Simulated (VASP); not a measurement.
The system is Cs2BP2.

```xyz
10
Lattice="0.0000 0.0000 6.1022 6.9565 -3.6745 3.0511 6.9565 3.6745 -3.0511" Properties=species:S:1:pos:R:3 pbc="T T T"
Cs    4.8849    2.4722    0.0000
Cs    9.0282   -2.4722    6.1022
Cs    4.8849   -2.4722    3.0511
Cs    9.0282    2.4722    3.0511
B     6.9565    0.0000    1.5255
B     6.9565    0.0000    4.5766
P     8.1712   -1.1170    3.0511
P     5.7419    1.1170    3.0511
P     8.1712    1.1170    0.0000
P     5.7419   -1.1170    6.1022
```

| Property | Result |
| --- | --- |
| Program | VASP 6.6.1 |
| Task | relaxation of the atoms |
| Functional | PBE |
| Potentials or basis | VASP PAW PBE potentials, release 64 (Cs_sv, B, P) |
| Cutoff | 520 eV |
| k mesh | 4 × 4 × 4 |
| Occupations | gaussian, width 0.0232 eV |
| Spin | no spin polarisation |

At the start: pressure -4.1 GPa; volume 31.20 Å³/atom.

Task: Where does the relaxation end?

Result: Over 17 steps the energy falls by 188.2 meV/atom at a fixed cell; space group Ibam (No. 72, to 0.1 Å) before and after.

Step by step:
```csv
step,energy change (eV),largest force (eV/Å),pressure (GPa)
1,0.0000,2.5428,-4.12
2,-1.0839,1.7654,-3.29
3,-1.7987,0.5224,-0.22
4,-1.8316,0.2426,-1.04
5,-1.8344,0.2387,-0.87
6,-1.8336,0.2364,-0.77
7,-1.8486,0.1964,-0.72
8,-1.8763,0.0873,-0.53
9,-1.8395,0.2569,-0.02
10,-1.8795,0.0824,-0.44
11,-1.8795,0.0822,-0.43
12,-1.8808,0.0393,-0.59
13,-1.8809,0.0256,-0.55
14,-1.8813,0.0212,-0.56
15,-1.8821,0.0111,-0.55
16,-1.8818,0.0211,-0.55
17,-1.8823,0.0093,-0.55
```

Final structure:
```xyz
10
Lattice="0.0000 0.0000 6.1022 6.9565 -3.6745 3.0511 6.9565 3.6745 -3.0511" Properties=species:S:1:pos:R:3 pbc="T T T"
Cs    4.9258    2.3485    0.0000
Cs    8.9873   -2.3485    6.1022
Cs    4.9258   -2.3485    3.0511
Cs    8.9873    2.3485    3.0511
B     6.9565    0.0000    1.5255
B     6.9565    0.0000    4.5766
P     7.9499   -0.9004    3.0511
P     5.9632    0.9004    3.0511
P     7.9499    0.9004    0.0000
P     5.9632   -0.9004    6.1022
```
